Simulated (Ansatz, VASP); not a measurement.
# One calculation of As, two programs

POSCAR

```
As
1.0
   -1.6601131187      1.6601131187      1.6601131187
    1.6601131187     -1.6601131187      1.6601131187
    1.6601131187      1.6601131187     -1.6601131187
As
1
Direct
    0.0000000000      0.0000000000      0.0000000000
```

Contents of INCAR.step1:

```
SYSTEM = As
ALGO = Normal ; EDIFF = 1E-5
EDIFFG = -0.005 ; ENCUT = 550
GGA = PE ; GGA_COMPAT = .FALSE.
IBRION = 2 ; ISIF = 3
ISMEAR = -1 ; LASPH = .TRUE.
LCHARG = .FALSE. ; LREAL = .FALSE.
LWAVE = .TRUE. ; NELM = 120
NELMIN = 4 ; NSW = 100
PREC = Accurate ; SIGMA = 0.1
```

INCAR.step2

```
SYSTEM = As
ALGO = Normal ; EDIFF = 1E-7
EDIFFG = -0.01 ; ENCUT = 550
GGA_COMPAT = .FALSE. ; IBRION = 2
ISIF = 3 ; ISMEAR = -1
ISTART = 1 ; LASPH = .TRUE.
LCHARG = .FALSE. ; LMIXTAU = .TRUE.
LREAL = .FALSE. ; LWAVE = .FALSE.
METAGGA = R2SCAN ; NELM = 120
NELMIN = 4 ; NSW = 80
PREC = Accurate ; SIGMA = 0.1
```

File KPOINTS:

```
k-points
0
G
  13 13 13
  0 0 0
```

Input for Ansatz:

```yaml
crystal:
  lattice:
    - [-1.6601131187, 1.6601131187, 1.6601131187]
    - [1.6601131187, -1.6601131187, 1.6601131187]
    - [1.6601131187, 1.6601131187, -1.6601131187]
  atoms:
    - { symbol: As, position: [0.0, 0.0, 0.0] }
hamiltonian:
  xc: r2scan
  pseudopotentials:
    kind: paw
    azcp:
      As: "pseudopotentials/As.paw.azcp"
basis:
  ecutwfc: 500
  fft_grid_basis: typed
kpoints:
  mp_grid: { grid: [13, 13, 13], shift: [0, 0, 0] }
magnetization:
  spin_polarized: false
scf:
  occupations: { method: fermi_dirac, width: 0.1 }
relax:
  max_steps: 60
  f_tol: 0.01
  cell: {}
```

Alike in both runs: task relaxation of cell and atoms; functional r2SCAN; k mesh 13 × 13 × 13; occupations fermi-dirac, width 0.1 eV; no spin polarisation.

|  | VASP | Ansatz |
| --- | --- | --- |
| version | VASP 6.6.1 | Ansatz 0.2.0 |
| potentials or method | VASP PAW PBE potentials, release 64 (As), cutoff 550 eV | plane waves (500 eV) with PAW, scalar-relativistic |
| valence electrons in the cell | 5 | 15 |

Ansatz gave:

| Property | Result |
| --- | --- |
| relaxed volume (Å³/atom) | 18.81 |
| relaxed cell length with the largest relative difference (Å) | 2.902 |

Q: Which values does VASP return?

A: Relaxed volume (Å³/atom): 18.78; relaxed cell length with the largest relative difference (Å): 2.900.

VASP's potentials were made for PBE, not for r2SCAN. VASP's potentials hold 5 valence electrons a cell and Ansatz's 15, so a difference there can come from the potentials and not from the codes.
